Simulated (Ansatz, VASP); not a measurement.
## K in VASP and in Ansatz

```
K
1.0
     4.36949    0.00000    0.00000
     0.00000    4.36949    0.00000
     0.00000    0.00000    4.19471
K
1
Cartesian
  0.0000 0.0000 0.0000
```

Alike in both runs: task single point; functional PBE; k mesh 12 × 12 × 12; occupations gaussian, width 0.15 eV; no spin polarisation.

|  | VASP | Ansatz |
| --- | --- | --- |
| version | VASP 6.6.1 | Ansatz 0.2.0 |
| potentials or method | VASP PAW PBE potentials, release 64 (K_sv), cutoff 520 eV | scalar-relativistic, plane waves, PAW |
| valence electrons in the cell | 9 | 9 |

|  | VASP | Ansatz | Ansatz less VASP |
| --- | --- | --- | --- |
| gap on the k mesh at the Fermi level (eV) | none | none | - |
| pressure (GPa) | 0.0 | 0.0 | 0.00 |
| traceless stress, the component that is largest in VASP (GPa) | 0.25 | 0.25 | 0.000 |

A gap of «none» marks a metal or a gap that the smearing closes.
